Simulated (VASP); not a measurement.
Ti:

```
Ti
1.0
    -1.50237    1.50237    1.50237
     1.50237   -1.50237    1.50237
     1.50237    1.50237   -1.50237
Ti
1
Direct
  0.00000 0.00000 0.00000
```

This isn't the form of Ti at room conditions, which is hcp.

Base run:

* Program: VASP 6.6.1
* Functional: PBEsol
* Potentials or basis: VASP PAW PBE potentials, release 64 (Ti_sv)
* Cutoff: 520 eV
* k mesh: 22 × 22 × 22
* Occupations: gaussian, width 0.15 eV
* Spin: collinear spin
* Starting moments: [1.0] μB
* Fixed moment: 1 μB

Its results: pressure 35.3 GPa; site moments Ti +0.76 μB.

Question: The run is repeated on the same cell with these changes: fixed moment from 1 μB to 0.25 μB; moments at the start from [1.0] to [0.25]. What comes out?

Answer: Pressure 30.2 GPa; site moments Ti +0.19 μB.

Caveats: the cell stands under pressure; the PAW data sets were made with another functional, which shifts forces and pressure a little; the total moment is fixed, so each spin has its own Fermi level.
